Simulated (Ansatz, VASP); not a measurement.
BeAl2Sn2 in VASP and in Ansatz

POSCAR

```
BeAl2Sn2
1.0
    2.0877440000      3.6160760000      0.0000000000
   -2.0877440000      3.6160760000      0.0000000000
    0.0000000000      0.0000000000      6.6823450000
Sn Al Be
2 2 1
Direct
    0.3333000000      0.3334000000      0.2654500000
    0.6667000000      0.6666000000      0.7345500000
    0.3333000000      0.3334000000      0.6423000000
    0.6667000000      0.6666000000      0.3577000000
    0.0000000000      0.0000000000      0.0000000000
```

File INCAR.step1:

```
SYSTEM = BeAl2Sn2
ALGO = Normal ; EDIFF = 1E-4
ENCUT = 520 ; GGA = PE
ISMEAR = -1 ; LASPH = .True.
LCHARG = .False. ; LREAL = .False.
LWAVE = .True. ; NBANDS = 26
NELM = 60 ; PREC = Accurate
SIGMA = 0.1
```

File INCAR.step2:

```
SYSTEM = BeAl2Sn2
ALGO = Normal ; EDIFF = 1E-7
ENCUT = 520 ; ISIF = 2
ISMEAR = -1 ; ISTART = 1
LASPH = .True. ; LCHARG = .False.
LMIXTAU = .True. ; LREAL = .False.
LWAVE = .False. ; METAGGA = R2SCAN
NBANDS = 26 ; NELM = 60
PREC = Accurate ; SIGMA = 0.1
```

Contents of KPOINTS:

```
k-points
0
Gamma
  9 9 5
  0 0 0
```

Input for Ansatz:

```yaml
crystal:
  lattice:
    - [2.087744, 3.616076, 0.0]
    - [-2.087744, 3.616076, 0.0]
    - [0.0, 0.0, 6.682345]
  atoms:
    - { symbol: Sn, position: [0.3333, 0.3334, 0.26545] }
    - { symbol: Sn, position: [0.6667, 0.6666, 0.73455] }
    - { symbol: Al, position: [0.3333, 0.3334, 0.6423] }
    - { symbol: Al, position: [0.6667, 0.6666, 0.3577] }
    - { symbol: Be, position: [0.0, 0.0, 0.0] }
  symmetry: { tolerance: 0.0003 }
kpoints:
  mp_grid: { grid: [9, 9, 5], shift: [0, 0, 0] }
  band_path:
    path:
      - [0.0, 0.0, 0.0]
      - [0.49999993, 0.50000002, 0.0]
      - [0.33333329, 0.66666676, 0.0]
      - [0.0, 0.0, 0.0]
      - [0.0, 0.0, 0.5]
      - [0.49999993, 0.50000002, 0.5]
      - [0.33333329, 0.66666676, 0.5]
      - [0.0, 0.0, 0.5]
      - [0.49999993, 0.50000002, 0.5]
      - [0.49999993, 0.50000002, 0.0]
      - [0.33333329, 0.66666676, 0.5]
    npoints: 6
magnetization:
  spin_polarized: false
scf:
  occupations: { method: fermi_dirac }
  lower_state_search: "off"
  max_iter: 200
hamiltonian:
  pseudopotentials: { kind: paw }
  xc: r2scan
basis:
  ecutwfc: 500
  fft_grid_basis: typed
output:
  forces: true
  stress: true
  eigenvalues: true
  bader: true
  populations: true
  elf: true
  write_potential: true
  volumetric_format: npy
  dos:
    e_range: [-12, 8]
    de: 0.05
    projected: { site_lists: { Al: [Al], Be: [Be], Sn: [Sn] } }
checkpoint:
  read: saved_state
```

Alike in both runs: task single point; functional r2SCAN; k mesh 9 × 9 × 5; no spin polarisation.

|  | VASP | Ansatz |
| --- | --- | --- |
| version | VASP 6.6.1 | Ansatz 0.2.0 |
| potentials or method | VASP PAW PBE potentials, release 64 (Sn_d, Al, Be), cutoff 520 eV | PAW plane waves |
| occupations | fermi-dirac, width 0.1 eV | fermi-dirac |
| valence electrons in the cell | 36 | 36 |

|  | VASP | Ansatz | Ansatz less VASP |
| --- | --- | --- | --- |
| pressure (GPa) | 14.6 | 14.7 | +0.17 |
| traceless stress, the component that is largest in VASP (GPa) | 0.46 | 0.42 | -0.037 |
| rms of the force components (eV/Å) | 1.493 | 1.499 | +0.0057 |

VASP's potentials were made for PBE, not for r2SCAN. Atom by atom the forces differ by 0.007 eV/Å (rms over components). Ansatz's warnings: structure snapped to symmetry.
